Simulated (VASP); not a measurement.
Ti5SiMo: single point with PBE

Crystal: Ti5SiMo.

```
Ti Si Mo
1.0
     4.45332    0.00000    0.00000
     0.00000    4.45332    0.00000
     0.00000    0.00000    6.10874
Ti Si Mo
5 1 1
Direct
  0.00000 0.50000 0.25791
  0.00000 0.50000 0.74209
  0.50000 0.00000 0.25791
  0.50000 0.00000 0.74209
  0.00000 0.00000 0.00000
  0.00000 0.00000 0.50000
  0.50000 0.50000 0.00000
```

```
Program                : VASP 6.6.1
Task                   : single point
Functional             : PBE
Potentials or basis    : VASP PAW PBE potentials, release 64 (Ti_sv, Si, Mo_sv)
Cutoff                 : 520 eV
k mesh                 : 6 × 6 × 4
Occupations            : gaussian, width 0.2 eV
Spin                   : no spin polarisation
Dipole correction      : no
Further INCAR settings : ALGO = Fast; EDIFF = 1e-06; NBANDS = 48
```

| Quantity | Value |
| --- | --- |
| Pressure | 0.0 GPa |
| Largest force | 0.027 eV/Å |
| Band gap on the k mesh | zero (bands 39 and 40 overlap by 0.56 eV) |

Forces in eV/Å, atoms in the order of the input:
```
Ti   0.000  0.000  0.027
Ti   0.000  0.000 -0.027
Ti   0.000  0.000  0.027
Ti   0.000  0.000 -0.027
Ti   0.000  0.000  0.000
Si   0.000  0.000  0.000
Mo   0.000  0.000  0.000
```

Stress tensor (GPa, compression positive):
```
 0.09  0.00  0.00
 0.00  0.09  0.00
 0.00  0.00 -0.13
```

Levels at points of the mesh, in eV from the Fermi level:
| k point | band 37 | band 38 | band 39 | band 40 | band 41 | band 42 |
| --- | --- | --- | --- | --- | --- | --- |
| (0.00, 0.00, 0.00) | -0.17 | 0.44 | 0.44 | 0.75 | 0.75 | 0.80 |
| (0.50, 0.00, 0.00) | -1.02 | -0.93 | -0.52 | 0.07 | 0.39 | 0.40 |
| (0.50, 0.50, 0.00) | -0.35 | -0.35 | -0.29 | 0.36 | 0.36 | 0.88 |
| (0.00, 0.00, 0.50) | -0.62 | -0.01 | -0.01 | 0.51 | 0.63 | 0.63 |
| (0.50, 0.00, 0.50) | -0.52 | -0.45 | -0.43 | -0.12 | -0.07 | 0.16 |
| (0.50, 0.50, 0.50) | -0.33 | -0.07 | -0.07 | 0.03 | 0.26 | 0.26 |

Wall time 12 min on 1 thread of Intel(R) Xeon(R) Platinum 8259CL CPU @ 2.50GHz (Skylake/Cascade Lake), with other jobs on the host, peak memory 0.33 GiB.
